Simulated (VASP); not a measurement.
# NaF (P-3m1) in VASP: single point with PBE

Aim: the single point of NaF with PBE.

Program: VASP 6.6.1. These are calculated values, not measurements. Logs are shortened: lines on timing, memory, paths and dates and some standing lists are left out, and cuts for length are marked.

### Step 1. The cell of the first run

The structure is trigonal, space group P-3m1 (No. 164). Conventional cell: a = 3.474 Å, b = 3.474 Å, c = 11.117 Å, α = 90.00°, β = 90.00°, γ = 120.00°. Na (site symmetry -3m) has 6 F at 2.41 Å within 3.2 Å. Within 4.7 Å of Na (site symmetry -3m) lie 6 Na at 3.47 Å and 6 F at 4.68 Å. Within 3.2 Å of F (site symmetry 3m) lie 3 Na at 2.41 Å.

### Step 2. Single point, PBE, collinear spin (atoms taken out)

File INCAR:

```
  PREC = Accurate
  ENCUT = 520
  EDIFF = 1E-6
  ISMEAR = 0
  SIGMA = 0.1
  LREAL = False
  LASPH = True
  NELM = 150
  ALGO = Normal
  ISIF = 2
  LWAVE = False
  LCHARG = False
  ISPIN = 2
  MAGMOM = 0 0 1 1
  LORBIT = 11
  GGA = PE
  NBANDS = 26
```

File KPOINTS:

```
Automatic mesh
0
Gamma
  6 6 2
```

File POSCAR:

```
NaF
1.0
    3.4739130400      0.0000000000      0.0000000000
   -1.7369565200      3.0084969500      0.0000000000
    0.0000000000      0.0000000000     11.1165217400
Na F
2 2
Direct
    0.0000000000      0.0000000000      0.0000000000
    0.0000000000      0.0000000000      0.5000000000
    0.3333333300      0.6666666700      0.1200000000
    0.6666666700      0.3333333300      0.8800000000
```

Potentials or basis: VASP PAW PBE potentials, release 64 (Na_pv, F).

Run with:

```bash
$ cat potpaw_PBE.64/Na_pv/POTCAR potpaw_PBE.64/F/POTCAR > POTCAR
$ mpirun -np 1 vasp_std > vasp.out
```

OUTCAR:

```text
PREC = Accurate
   ENCUT = 520
   EDIFF = 1E-6
   ISMEAR = 0
   LREAL = False
   LASPH = True
   NELM = 150
   ISIF = 2
   ISPIN = 2
   LORBIT = 11
   GGA = PE

 ion  position               nearest neighbor table
   1  0.000  0.000  0.000-
   2  0.000  0.000  0.500-
   3  0.333  0.667  0.120-
   4  0.667  0.333  0.880-

  LATTYP: Found a hexagonal cell.
 ALAT       =     3.4739130400
 C/A-ratio  =     3.2000000035

  Lattice vectors:

 A1 = (   3.4739130400,   0.0000000000,   0.0000000000)
 A2 = (  -1.7369565200,   3.0084969500,   0.0000000000)
 A3 = (   0.0000000000,   0.0000000000,  11.1165217400)

Analysis of symmetry for initial positions (statically):
=====================================================================
 Subroutine PRICEL returns:
 Original cell was already a primitive cell.

 Routine SETGRP: Setting up the symmetry group for a
 hexagonal supercell.

 Subroutine GETGRP returns: Found 12 space group operations
 (whereof 12 operations were pure point group operations)
 out of a pool of 24 trial point group operations.

The static configuration has the point symmetry D_3d.

Analysis of symmetry for dynamics (positions and initial velocities):
=====================================================================
 Subroutine PRICEL returns:
 Original cell was already a primitive cell.

 Routine SETGRP: Setting up the symmetry group for a
 hexagonal supercell.

 Subroutine GETGRP returns: Found 12 space group operations
 (whereof 12 operations were pure point group operations)
 out of a pool of 24 trial point group operations.

The dynamic configuration has the point symmetry D_3d.

Analysis of structural, dynamic, and magnetic symmetry:
=====================================================================
 Subroutine PRICEL returns:
 Original cell was already a primitive cell.

 Routine SETGRP: Setting up the symmetry group for a
 hexagonal supercell.

 Subroutine GETGRP returns: Found 12 space group operations
 (whereof 12 operations were pure point group operations)
 out of a pool of 24 trial point group operations.

The overall configuration has the point symmetry D_3d.

 Subroutine INISYM returns: Found 12 space group operations
 (whereof 12 operations are pure point group operations),
 and found     1 'primitive' translations

----------------------------------------------------------------------------------------

                                     Primitive cell

  volume of cell :     116.1816

  direct lattice vectors                    reciprocal lattice vectors
     3.473913040  0.000000000  0.000000000     0.287859825  0.166195947  0.000000000
    -1.736956520  3.008496950  0.000000000     0.000000000  0.332391894  0.000000000
     0.000000000  0.000000000 11.116521740     0.000000000  0.000000000  0.089956195

  length of vectors
     3.473913040  3.473913046 11.116521740     0.332391895  0.332391894  0.089956195

  position of ions in fractional coordinates (direct lattice)
     0.000000000  0.000000000  0.000000000
     0.000000000  0.000000000  0.500000000
     0.333333330  0.666666670  0.120000000
     0.666666670  0.333333330  0.880000000

  ion indices of the primitive-cell ions
   primitive index   ion index
                 1           1
                 2           2
                 3           3
                 4           4

----------------------------------------------------------------------------------------

 KPOINTS: Automatic mesh

Automatic generation of k-mesh.
 Grid dimensions read from file:
 generate k-points for:    6    6    2

 Generating k-lattice:

  Cartesian coordinates                     Fractional coordinates (reciprocal lattice)
     0.047976638  0.027699325  0.000000000     0.166666667  0.000000000  0.000000000
     0.000000000  0.055398649  0.000000000     0.000000000  0.166666667  0.000000000
     0.000000000  0.000000000  0.044978098     0.000000000  0.000000000  0.500000000

  Length of vectors
     0.055398649  0.055398649  0.044978098

  Shift w.r.t. Gamma in fractional coordinates (k-lattice)
     0.000000000  0.000000000  0.000000000

 Subroutine IBZKPT returns following result:
 ===========================================

 Found     14 irreducible k-points:

 Following reciprocal coordinates:
            Coordinates               Weight
  0.000000  0.000000  0.000000      1.000000
  0.166667  0.000000  0.000000      6.000000
  0.333333  0.000000  0.000000      6.000000
  0.500000  0.000000  0.000000      3.000000
  0.166667  0.166667  0.000000      6.000000
  0.333333  0.166667  0.000000     12.000000
  0.333333  0.333333  0.000000      2.000000
  0.000000  0.000000  0.500000      1.000000
  0.166667  0.000000  0.500000      6.000000
  0.333333  0.000000  0.500000      6.000000
  0.500000  0.000000  0.500000      3.000000
  0.166667  0.166667  0.500000      6.000000
  0.333333  0.166667  0.500000     12.000000
  0.333333  0.333333  0.500000      2.000000
   k-points           NKPTS =     14   k-points in BZ     NKDIM =     14   number of bands    NBANDS=     26
   number of dos      NEDOS =    301   number of ions     NIONS =      4
   total plane-waves  NPLWV =  65856
   dimension x,y,z NGX =    28 NGY =   28 NGZ =   84
   dimension x,y,z NGXF=    56 NGYF=   56 NGZF=  168
   ions per type =               2   2
   NGX,Y,Z   is equivalent  to a cutoff of  13.40, 13.40, 12.56 a.u.
   NGXF,Y,Z  is equivalent  to a cutoff of  26.80, 26.80, 25.12 a.u.
 SYSTEM =  unknown system
   PREC   = accura    normal or accurate (medium, high low for compatibility)
   ISTART =      0    job   : 0-new  1-cont  2-samecut
   ICHARG =      2    charge: 1-file 2-atom 10-const
   ISPIN  =      2    spin polarized calculation?
   LNONCOLLINEAR =      F non collinear calculations
   LSORBIT =      F    spin-orbit coupling
   LASPH  =      T    aspherical Exc in radial PAW
   ENCUT  =  520.0 eV  38.22 Ry    6.18 a.u.   6.46  6.46 20.67*2*pi/ulx,y,z
   NELM   =    150;   NELMIN=  2; NELMDL= -5     # of ELM steps
   EDIFF  = 0.1E-05   stopping-criterion for ELM
   LREAL  =      F    real-space projection
   EDIFFG = 0.1E-04   stopping-criterion for IOM
   NSW    =      0    number of steps for IOM
   IBRION =     -1    ionic relax: 0-MD 1-quasi-New 2-CG
   NFREE  =      0    steps in history (QN), initial steepest desc. (CG)
   ISIF   =      2    stress and relaxation
   ISYM   =      2    0-nonsym 1-usesym 2-fastsym
   POTIM  = 0.5000    time-step for ionic-motion
   TEBEG  =    0.0;   TEEND  =   0.0 temperature during run
   PSTRESS=    0.0 pullay stress
   NELECT =      28.0000    total number of electrons
   NUPDOWN=      -1.0000    fix difference up-down
   EMIN   =  10.00;   EMAX   =-10.00  energy-range for DOS
   EFERMI =   0.00;   METHOD = LEGACY
   ISMEAR =     0;   SIGMA  =   0.10  broadening in eV -4-tet -1-fermi 0-gaus
   EFERMI_NEDOS =   21; number of points for ismear=-14 and -15
   IALGO  =     38    algorithm
   IMIX   =      4    mixing-type and parameters
     AMIX     =   0.40;   BMIX     =  1.00
     AMIX_MAG =   1.60;   BMIX_MAG =  1.00
  volume/ion in A,a.u.               =      29.05       196.01
  Fermi-wavevector in a.u.,A,eV,Ry     =   1.018783  1.925221 14.121743  1.037919
  Thomas-Fermi vector in A             =   2.152260
   LORBIT       =     11    0 simple, 1 ext, 2 COOP (PROOUT), +10 PAW based schemes
   GGA     = PE    functional components
   LHFCALC =     F    Hartree Fock is set to
   AEXX    =    0.0000 exact exchange contribution
   IVDW    =     0    specifies the selected vdW correction
   LEPSILON=     F    determine dielectric tensor
   LRPA    =     F    only Hartree local field effects (RPA)
 spin polarized calculation
 Gauss-broadening in eV      SIGMA  =   0.10
  energy-cutoff  :      520.00
  volume of cell :      116.18
 maximum number of plane-waves:      3157
 NGX is ok and might be reduce to    28
   NGX = 13   NGY = 13   NGZ = 41

 number of electron      28.0000006 magnetization       0.4980804

 number of electron      28.0000006 magnetization      -0.7170597

 Free energy of the ion-electron system (eV)
  ---------------------------------------------------
  ext. energy  EPLUGINS =         0.00000000
  ---------------------------------------------------
  free energy    TOTEN  =       -11.73182319 eV

  energy without entropy =      -11.69326655  energy(sigma->0) =      -11.71254487

 E-fermi :  -3.2839     XC(G=0):  -5.8814

 val. band max:       -3.2866347899   @ k =   0.0000   0.0000   0.5000
 cond. band min:      -3.2778558508   @ k =   0.3333   0.0000   0.5000
 fundamental gap:      0.0087789390
 Fermi energy:        -3.2838941103

 spin component 1

 k-point     1 :       0.0000    0.0000    0.0000
  band No.  band energies     occupation
      1     -28.6002      1.00000
      2     -28.6002      1.00000
      3     -28.5815      1.00000
      4     -22.6734      1.00000
      5     -22.3883      1.00000
      6     -22.3883      1.00000
[... 395 lines left out ...]
     25       9.2501      0.00000
     26       9.6079      0.00000
 Fermi energy:        -3.2838941103

 spin component 2

 k-point     1 :       0.0000    0.0000    0.0000
  band No.  band energies     occupation
      1     -28.6130      1.00000
      2     -28.6130      1.00000
      3     -28.5904      1.00000
      4     -22.9089      1.00000
      5     -22.6694      1.00000
      6     -22.3874      1.00000
[... 395 lines left out ...]
     25       9.1509      0.00000
     26       9.4759      0.00000

------------------------ aborting loop because EDIFF is reached ----------------------------------------

  FORCE on cell =-STRESS in cart. coord.  units (eV):
  Direction    XX          YY          ZZ          XY          YZ          ZX
  --------------------------------------------------------------------------------------
  -------------------------------------------------------------------------------------
  Total        0.3795280      0.3795280     -3.6772858      0.0000000      0.0000000     -0.0000000
  in kB        5.2337987      5.2337987    -50.7108072      0.0000000      0.0000000     -0.0000000
  external PRESSURE =     -13.4144033 kB  Pullay stress =       0.0000000 kB

 VOLUME and BASIS-vectors are now :
 -----------------------------------------------------------------------------
  energy-cutoff  :      520.00
  volume of cell :      116.18
      direct lattice vectors                 reciprocal lattice vectors
     3.473913040  0.000000000  0.000000000     0.287859825  0.166195947  0.000000000
    -1.736956520  3.008496950  0.000000000     0.000000000  0.332391894  0.000000000
     0.000000000  0.000000000 11.116521740     0.000000000  0.000000000  0.089956195

 POSITION                                       TOTAL-FORCE (eV/Angst)
 -----------------------------------------------------------------------------------
      0.00000      0.00000      0.00000         0.000000      0.000000      0.000000
      0.00000      0.00000      5.55826         0.000000      0.000000      0.000000
     -0.00000      2.00566      1.33398        -0.000000      0.000000     -0.031400
      1.73696      1.00283      9.78254         0.000000     -0.000000      0.031400
 -----------------------------------------------------------------------------------
    total drift:                                0.000000     -0.000000      0.000000

  FREE ENERGIE OF THE ION-ELECTRON SYSTEM (eV)
  ---------------------------------------------------
  free  energy   TOTEN  =       -11.7318231878 eV

  energy  without entropy=      -11.6932665460  energy(sigma->0) =      -11.71254487

 total charge

# of ion       s       p       d       tot
------------------------------------------
    1        0.036   5.978   0.000   6.014
    2        0.094   5.950   0.000   6.044
    3        1.739   4.243   0.000   5.982
    4        1.739   4.243   0.000   5.982
--------------------------------------------------
tot          3.609  20.413   0.000  24.022

 magnetization (x)

# of ion       s       p       d       tot
------------------------------------------
    1        0.002   0.000   0.000   0.002
    2       -0.012  -0.003   0.000  -0.015
    3       -0.001  -0.270   0.000  -0.271
    4       -0.001  -0.270   0.000  -0.271
--------------------------------------------------
tot         -0.014  -0.543   0.000  -0.556
```

It took 88 s on 1 thread of AMD EPYC 9R45 (Zen 5), shared host; peak memory 0.27 GiB.

Results:

```yaml
Free_energy: -11.7318 eV
Pressure: -1.3 GPa
Largest_force: 0.031 eV/Å
Net_moment: -0.72 μB per cell
Site_moments: Na +0.00, -0.01; F -0.27 μB
Valence_electrons_inside_the_program's_atomic_spheres: Na 6.01, 6.04; F 5.98
```

Forces on the atoms (eV/Å):
```
Na   0.000  0.000  0.000
Na   0.000  0.000  0.000
F    0.000  0.000 -0.031
F    0.000  0.000  0.031
```

Stress tensor (GPa, compression positive):
```
 0.52  0.00  0.00
 0.00  0.52  0.00
 0.00  0.00 -5.07
```

Caveat: the cell differs from its parent crystal (atoms taken out).
